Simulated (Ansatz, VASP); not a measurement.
## HfN in VASP and in Ansatz

INCAR

```
ALGO = Normal
EDIFF = 1E-7
ENCUT = 520
GGA = PS
ISIF = 2
ISMEAR = 0
LASPH = T
LCHARG = T
LELF = T
LREAL = F
LVHAR = T
LWAVE = F
NBANDS = 14
NELM = 80
PREC = Accurate
SIGMA = 0.15
```

KPOINTS

```
k-points
0
Gamma
  18 18 18
```

Contents of POSCAR:

```
HfN
1.0
    0.0000000000      2.3154750000      2.2025250000
    2.3154750000      0.0000000000      2.2025250000
    2.3154750000      2.3154750000      0.0000000000
Hf N
1 1
Direct
    0.0000000000      0.0000000000      0.0000000000
    0.5000000000      0.5000000000      0.5000000000
```

Input for Ansatz:

```yaml
crystal:
  lattice:
    - [0.0, 2.315475, 2.202525]
    - [2.315475, 0.0, 2.202525]
    - [2.315475, 2.315475, 0.0]
  atoms:
    - { symbol: Hf, position: [0.0, 0.0, 0.0] }
    - { symbol: "N", position: [0.5, 0.5, 0.5] }
basis:
  ecutwfc: 420
kpoints:
  mp_grid: { grid: [18, 18, 18] }
hamiltonian:
  xc: pbesol
scf:
  occupations: { method: gaussian, width: 0.15 }
output:
  forces: true
  stress: true
  eigenvalues: true
```

Change from the starting cell: strain +0.025 along x and y, -0.025 along z, atoms carried along.

Alike in both runs: task single point; functional PBEsol; k mesh 18 × 18 × 18; occupations gaussian, width 0.15 eV; no spin polarisation.

|  | VASP | Ansatz |
| --- | --- | --- |
| version | VASP 6.6.1 | Ansatz 0.2.0 |
| potentials or method | VASP PAW PBE potentials, release 64 (Hf_pv, N), cutoff 520 eV | scalar-relativistic, plane waves, PAW |
| valence electrons in the cell | 15 | 31 |

|  | VASP | Ansatz | Ansatz less VASP |
| --- | --- | --- | --- |
| gap on the k mesh at the Fermi level (eV) | none | none | - |
| pressure (GPa) | -9.8 | -7.7 | +2.08 |
| traceless stress, the component that is largest in VASP (GPa) | 15.71 | 15.83 | +0.120 |

VASP's potentials were made for PBE, not for PBEsol. A gap of «none» marks a metal or a gap that the smearing closes. The functional is the same, so the differences come from potentials, cutoffs and numerics. VASP's potentials hold 15 valence electrons a cell and Ansatz's 31, so a difference there can come from the potentials and not from the codes.

Neither program's run includes spin-orbit coupling.
